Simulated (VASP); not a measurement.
# Ni2SbTe (P-6m2) in VASP: a series of runs

Ni2SbTe is run at these levels: PBE; tasks: single point.

Everything below comes from runs of VASP 6.6.1. Logs are shortened: lines on timing, memory, paths and dates and some standing lists are left out, and cuts for length are marked.

## (1) The cell of the first run

Symmetry: P-6m2, No. 187, hexagonal system. Conventional cell: a = 3.966 Å, b = 3.966 Å, c = 5.203 Å, α = 90.00°, β = 90.00°, γ = 120.00°. Within 3.5 Å of Te (site symmetry -6m2) lie 6 Ni at 2.64 Å and 6 Sb at 3.47 Å. Sb (site symmetry -6m2) has 6 Ni at 2.63 Å and 6 Te at 3.47 Å within 3.5 Å. Ni (site symmetry 3m) has 2 Ni at 2.57 to 2.63 Å and 3 Sb at 2.63 Å and 3 Te at 2.64 Å within 3.4 Å.

## (2) Single point, PBE, collinear spin, ferrimagnetic start

INCAR reads:

```
PREC = Accurate
ENCUT = 600
EDIFF = 1E-6
ISMEAR = -1
SIGMA = 0.05
LREAL = F
LASPH = T
NELM = 200
ALGO = Normal
ISIF = 2
LWAVE = F
LCHARG = F
ISPIN = 2
MAGMOM = 0 0 1 -0.5
LORBIT = 11
LMAXMIX = 4
GGA = PE
NBANDS = 28
GGA_COMPAT = F
```

KPOINTS reads:

```
regular mesh
0
Gamma
  8 8 5
```

POSCAR reads:

```
Ni2SbTe
1.0
    3.9656228857      0.0000000000      0.0000000000
   -1.9828114428      3.4343301608      0.0000000000
    0.0000000000      0.0000000000      5.2034824400
Te Sb Ni
1 1 2
Direct
    0.3333333333      0.6666666667      0.0000000000
    0.6666666667      0.3333333333      0.5000000000
    0.0000000000      0.0000000000      0.2531824000
    0.0000000000      0.0000000000      0.7468176000
```

Potentials or basis: VASP PAW PBE potentials, release 64 (Te, Sb, Ni).

Launch:

```sh
$ cat potpaw_PBE.64/Te/POTCAR potpaw_PBE.64/Sb/POTCAR potpaw_PBE.64/Ni/POTCAR > POTCAR
$ mpirun -np 1 vasp_std > vasp.out
```

OUTCAR:

```text
PREC = Accurate
   ENCUT = 600
   EDIFF = 1E-6
   ISMEAR = -1
   LREAL = F
   LASPH = T
   NELM = 200
   ISIF = 2
   ISPIN = 2
   LORBIT = 11
   GGA = PE

 ion  position               nearest neighbor table
   1  0.333  0.667  0.000-   3 2.64   4 2.64   3 2.64   4 2.64   3 2.64   4 2.64   2 3.47   2 3.47
                             2 3.47   2 3.47   2 3.47   2 3.47
   2  0.667  0.333  0.500-   3 2.63   4 2.63   3 2.63   4 2.63   3 2.63   4 2.63   1 3.47   1 3.47
                             1 3.47   1 3.47   1 3.47   1 3.47
   3  0.000  0.000  0.253-   4 2.57   2 2.63   2 2.63   2 2.63   4 2.63   1 2.64   1 2.64   1 2.64

   4  0.000  0.000  0.747-   3 2.57   2 2.63   2 2.63   2 2.63   3 2.63   1 2.64   1 2.64   1 2.64

  LATTYP: Found a hexagonal cell.
 ALAT       =     3.9656228857
 C/A-ratio  =     1.3121475718

  Lattice vectors:

 A1 = (   3.9656228857,   0.0000000000,   0.0000000000)
 A2 = (  -1.9828114428,   3.4343301608,   0.0000000000)
 A3 = (   0.0000000000,   0.0000000000,   5.2034824400)

Analysis of symmetry for initial positions (statically):
=====================================================================
 Subroutine PRICEL returns:
 Original cell was already a primitive cell.

 Routine SETGRP: Setting up the symmetry group for a
 hexagonal supercell.

 Subroutine GETGRP returns: Found 12 space group operations
 (whereof 12 operations were pure point group operations)
 out of a pool of 24 trial point group operations.

The static configuration has the point symmetry D_3h.

Analysis of symmetry for dynamics (positions and initial velocities):
=====================================================================
 Subroutine PRICEL returns:
 Original cell was already a primitive cell.

 Routine SETGRP: Setting up the symmetry group for a
 hexagonal supercell.

 Subroutine GETGRP returns: Found 12 space group operations
 (whereof 12 operations were pure point group operations)
 out of a pool of 24 trial point group operations.

The dynamic configuration has the point symmetry D_3h.

Analysis of structural, dynamic, and magnetic symmetry:
=====================================================================
 Subroutine PRICEL returns:
 Original cell was already a primitive cell.

 Routine SETGRP: Setting up the symmetry group for a
 hexagonal supercell.

 Subroutine GETGRP returns: Found  6 space group operations
 (whereof  6 operations were pure point group operations)
 out of a pool of 24 trial point group operations.

The overall configuration has the point symmetry C_3v.

 Subroutine INISYM returns: Found  6 space group operations
[... 130 lines left out ...]
   LEPSILON=     F    determine dielectric tensor
   LRPA    =     F    only Hartree local field effects (RPA)
 spin polarized calculation
  energy-cutoff  :      600.00
  volume of cell :       70.87
 maximum number of plane-waves:      2380
   NGX = 15   NGY = 15   NGZ = 21

 number of electron      31.0000016 magnetization       0.0000167

 number of electron      31.0000016 magnetization      -0.0001442

 Free energy of the ion-electron system (eV)
  ---------------------------------------------------
  ext. energy  EPLUGINS =         0.00000000
  ---------------------------------------------------
  free energy    TOTEN  =       -19.14186979 eV

  energy without entropy =      -19.12033147  energy(sigma->0) =      -19.13110063

 E-fermi :   9.8100     XC(G=0): -11.3849

 val. band max:        9.7980914294   @ k =   0.0000   0.2500   0.4000
 cond. band min:       9.8239794346   @ k =   0.3750   0.1250   0.2000
 fundamental gap:      0.0258880052
 Fermi energy:         9.8099501177

 spin component 1

 k-point     1 :       0.0000    0.0000    0.0000
  band No.  band energies     occupation
      1      -4.0097      1.00000
      2       0.3245      1.00000
      3       3.2390      1.00000
      4       5.6788      1.00000
      5       5.6788      1.00000
      6       6.8026      1.00000
[... 709 lines left out ...]
     26      20.9357      0.00000
     27      22.3742      0.00000

 [... further k-points ...]

 spin component 2

 k-point     1 :       0.0000    0.0000    0.0000
  band No.  band energies     occupation
      1      -4.0097      1.00000
      2       0.3245      1.00000
      3       3.2390      1.00000
      4       5.6788      1.00000
      5       5.6788      1.00000
      6       6.8026      1.00000
[... 709 lines left out ...]
     26      20.9357      0.00000
     27      22.3742      0.00000

 [... further k-points ...]

 [bands above 27 left out]

------------------------ aborting loop because EDIFF is reached ----------------------------------------

  FORCE on cell =-STRESS in cart. coord.  units (eV):
  Direction    XX          YY          ZZ          XY          YZ          ZX
  --------------------------------------------------------------------------------------
  -------------------------------------------------------------------------------------
  Total        1.3481508      1.3481508      0.9868000      0.0000000      0.0000000      0.0000000
  in kB       30.4790560     30.4790560     22.3096208      0.0000000      0.0000000      0.0000000
  external PRESSURE =      27.7559110 kB  Pullay stress =       0.0000000 kB

 VOLUME and BASIS-vectors are now :
 -----------------------------------------------------------------------------
  energy-cutoff  :      600.00
  volume of cell :       70.87
      direct lattice vectors                 reciprocal lattice vectors
     3.965622886  0.000000000  0.000000000     0.252167195  0.145588798  0.000000000
    -1.982811443  3.434330161  0.000000000     0.000000000  0.291177596  0.000000000
     0.000000000  0.000000000  5.203482440     0.000000000  0.000000000  0.192178990

 POSITION                                       TOTAL-FORCE (eV/Angst)
 -----------------------------------------------------------------------------------
     -0.00000      2.28955      0.00000        -0.000000      0.000000     -0.000162
      1.98281      1.14478      2.60174         0.000000     -0.000000      0.000169
      0.00000      0.00000      1.31743        -0.000000     -0.000000     -0.013647
      0.00000      0.00000      3.88605         0.000000     -0.000000      0.013641
 -----------------------------------------------------------------------------------
    total drift:                                0.000000     -0.000000      0.000007

  FREE ENERGIE OF THE ION-ELECTRON SYSTEM (eV)
  ---------------------------------------------------
  free  energy   TOTEN  =       -19.1418697861 eV

  energy  without entropy=      -19.1203314664  energy(sigma->0) =      -19.13110063

 total charge

# of ion       s       p       d       tot
------------------------------------------
    1        1.371   1.896   0.099   3.366
    2        1.157   1.191   0.071   2.419
    3        0.425   0.445   8.471   9.342
    4        0.425   0.445   8.471   9.342
--------------------------------------------------
tot          3.379   3.977  17.111  24.468

 magnetization (x)

# of ion       s       p       d       tot
------------------------------------------
    1       -0.000  -0.000  -0.000  -0.000
    2        0.000  -0.000   0.000   0.000
    3        0.000  -0.000   0.000   0.000
    4        0.000   0.000  -0.000  -0.000
--------------------------------------------------
tot          0.000  -0.000  -0.000  -0.000
```

OSZICAR:

```text
N       E                     dE             d eps       ncg     rms          rms(c)
DAV:   1     0.196763018183E+03    0.19676E+03   -0.13484E+04  4480   0.128E+03
DAV:   2    -0.591617545770E+01   -0.20268E+03   -0.18802E+03  4492   0.277E+02
DAV:   3    -0.198665651248E+02   -0.13950E+02   -0.13340E+02  5344   0.823E+01
DAV:   4    -0.202018803121E+02   -0.33532E+00   -0.33426E+00  5296   0.114E+01
DAV:   5    -0.202116669107E+02   -0.97866E-02   -0.97858E-02  5772   0.209E+00    0.147E+01
DAV:   6    -0.223694508678E+02   -0.21578E+01   -0.14669E+01  5124   0.671E+01    0.169E+01
DAV:   7    -0.191516217862E+02    0.32178E+01   -0.66834E+00  5496   0.516E+01    0.432E+00
DAV:   8    -0.191776839022E+02   -0.26062E-01   -0.56164E-01  6184   0.646E+00    0.254E+00
DAV:   9    -0.191962531196E+02   -0.18569E-01   -0.22985E-01  6028   0.116E+01    0.300E+00
DAV:  10    -0.191408510197E+02    0.55402E-01   -0.12146E-01  5612   0.866E+00    0.855E-01
DAV:  11    -0.191417432288E+02   -0.89221E-03   -0.75795E-03  5044   0.650E-01    0.705E-01
DAV:  12    -0.191426736664E+02   -0.93044E-03   -0.26518E-03  5648   0.885E-01    0.340E-01
DAV:  13    -0.191418749738E+02    0.79869E-03   -0.10078E-03  5764   0.610E-01    0.684E-02
DAV:  14    -0.191418715338E+02    0.34401E-05   -0.23376E-04  6892   0.150E-01    0.550E-02
DAV:  15    -0.191418696300E+02    0.19037E-05   -0.10451E-05  5156   0.289E-02    0.335E-02
DAV:  16    -0.191418697861E+02   -0.15610E-06   -0.49964E-06  4860   0.184E-02
   1 F= -.19141870E+02 E0= -.19131101E+02  d E =-.215383E-01  mag=     0.0001
```

stdout:

```text
POSCAR found type information on POSCAR TeSbNi
 POSCAR found :  3 types and       4 ions
 scaLAPACK will be used
 LDA part: xc-table for (Slater+PW92), standard interpolation
 POSCAR, INCAR and KPOINTS ok, starting setup
 FFT: planning ... GRIDC
 FFT: planning ... GRID_SOFT
 FFT: planning ... GRID
 WAVECAR not read
 entering main loop
```

It took 2.7 min on 1 thread of Oxide Virtual Turin-like, shared host; peak memory 0.3 GiB.

What came out:

| Quantity | Value |
| --- | --- |
| Free energy | -19.1419 eV |
| Pressure | 2.8 GPa |
| Largest force | 0.014 eV/Å |
| Net moment | 0.00 μB per cell |
| Valence electrons inside the program's atomic spheres | Te 3.37; Sb 2.42; Ni 9.34 |

Forces on the atoms (eV/Å):
```
Te   0.000  0.000  0.000
Sb   0.000  0.000  0.000
Ni   0.000  0.000 -0.014
Ni   0.000  0.000  0.014
```

Stress tensor (GPa, compression positive):
```
3.05 0.00 0.00
0.00 3.05 0.00
0.00 0.00 2.23
```

Caveat: the moments typed at the start vanished in this run; spin-orbit coupling is left out, which moves the levels of the heavy elements.

## (3) Single point, PBE, collinear spin, ferromagnetic start

INCAR reads:

```
ALGO     = Normal         # electronic algorithm
EDIFF    = 1E-6           # SCF threshold, eV
ENCUT    = 600            # plane-wave cutoff, eV
GGA      = PE             # functional
GGA_COMPAT= F            
ISIF     = 2              # what is computed and relaxed
ISMEAR   = -1             # smearing method
ISPIN    = 2              # spin polarisation
LASPH    = T              # aspherical terms in the spheres
LCHARG   = F              # write CHGCAR
LMAXMIX  = 4              # l up to which the mixer works
LORBIT   = 11             # projections on sites
LREAL    = F              # projectors in reciprocal space
LWAVE    = F              # write WAVECAR
MAGMOM   = 0 0 0.67 0.42  # initial moments
NBANDS   = 28             # bands
NELM     = 200            # most SCF steps
PREC     = Accurate       # precision mode
SIGMA    = 0.05           # smearing width, eV
```

KPOINTS reads:

```
k-points
0
Gamma
  8 8 5
```

POSCAR is that of step 2.

Potentials or basis: VASP PAW PBE potentials, release 64 (Te, Sb, Ni).

Launch:

```sh
$ cat potpaw_PBE.64/Te/POTCAR potpaw_PBE.64/Sb/POTCAR potpaw_PBE.64/Ni/POTCAR > POTCAR
$ mpirun -np 1 vasp_std > vasp.out
```

Wall time 3 min (1 thread of Oxide Virtual Turin-like, shared host); peak memory 0.3 GiB.

The run converged. Its results:

```yaml
Free_energy: -19.1419 eV
Pressure: 2.7 GPa
Largest_force: 0.014 eV/Å
Net_moment: 0.00 μB per cell
Valence_electrons_inside_the_program's_atomic_spheres: Te 3.37; Sb 2.42; Ni 9.34
```

Forces on the atoms (eV/Å):
```
Te   0.000  0.000  0.000
Sb   0.000  0.000  0.000
Ni   0.000  0.000 -0.014
Ni   0.000  0.000  0.014
```

Stress tensor (GPa, compression positive):
```
2.96 0.00 0.00
0.00 2.96 0.00
0.00 0.00 2.15
```

Levels at points of the mesh, in eV from the Fermi level:
Spin up:
```csv
k point,band 11,band 12,band 13,band 14,band 15,band 16,band 17,band 18,band 19,band 20
"(0.00, 0.00, 0.00)",-1.24,-1.24,-0.32,-0.32,-0.10,2.00,2.00,2.46,2.71,4.61
"(0.50, 0.00, 0.00)",-1.95,-1.74,-1.52,-1.30,-1.23,-0.66,0.84,3.06,3.15,4.79
```
Spin down:
```
           k point  band 11  band 12  band 13  band 14  band 15  band 16  band 17  band 18  band 19  band 20
(0.00, 0.00, 0.00)    -1.24    -1.24    -0.32    -0.32    -0.10     2.00     2.00     2.46     2.71     4.61
(0.50, 0.00, 0.00)    -1.95    -1.74    -1.52    -1.30    -1.23    -0.66     0.84     3.06     3.15     4.79
```

Caveat: the moments typed at the start vanished in this run; spin-orbit coupling is left out, which moves the levels of the heavy elements.
